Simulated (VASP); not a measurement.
Input of a VASP 6.6.1 run:

Contents of INCAR:

```
  ALGO = Normal
  EDIFF = 1E-6
  ENCUT = 520
  ISIF = 2
  ISMEAR = 0
  LASPH = T
  LCHARG = F
  LREAL = F
  LWAVE = F
  NBANDS = 30
  NELM = 100
  PREC = Accurate
  SIGMA = 0.03
```

File KPOINTS:

```
k-points
0
Gamma
  9 9 6
```

Contents of POSCAR:

```
SrMg2Bi2
1.0
    4.8958819685      0.0000000000      0.0000000000
   -2.4479409842      4.2399581586      0.0000000000
    0.0000000000      0.0000000000      7.7685660984
Sr Mg Bi
1 2 2
Direct
    0.0000000000      0.0000000000      0.0000000000
    0.6666666667      0.3333333333      0.3750441600
    0.3333333333      0.6666666667      0.6249558400
    0.6666666667      0.3333333333      0.7467348600
    0.3333333333      0.6666666667      0.2532651400
```

Potentials or basis: VASP PAW LDA potentials, release 64 (Sr_sv, Mg, Bi_d).

Run with:

```bash
$ cat potpaw_LDA.64/Sr_sv/POTCAR potpaw_LDA.64/Mg/POTCAR potpaw_LDA.64/Bi_d/POTCAR > POTCAR
$ mpirun -np 1 vasp_std > vasp.out
```

**Question.** Estimate the pressure.

**Answer.** -2.3 GPa.

**Question.** Predict the largest force.

**Answer.** 0.179 eV/Å.

**Question.** Predict the band gap on the k mesh.

**Answer.** 0.31 eV, direct.

Forces in eV/Å, atoms in the order of the input:
```
Sr   0.000  0.000  0.000
Mg   0.000  0.000 -0.179
Mg   0.000  0.000  0.179
Bi   0.000  0.000  0.158
Bi   0.000  0.000 -0.158
```

Caveat: spin-orbit coupling is left out, which moves the levels of the heavy elements. A k mesh can miss the band edges.
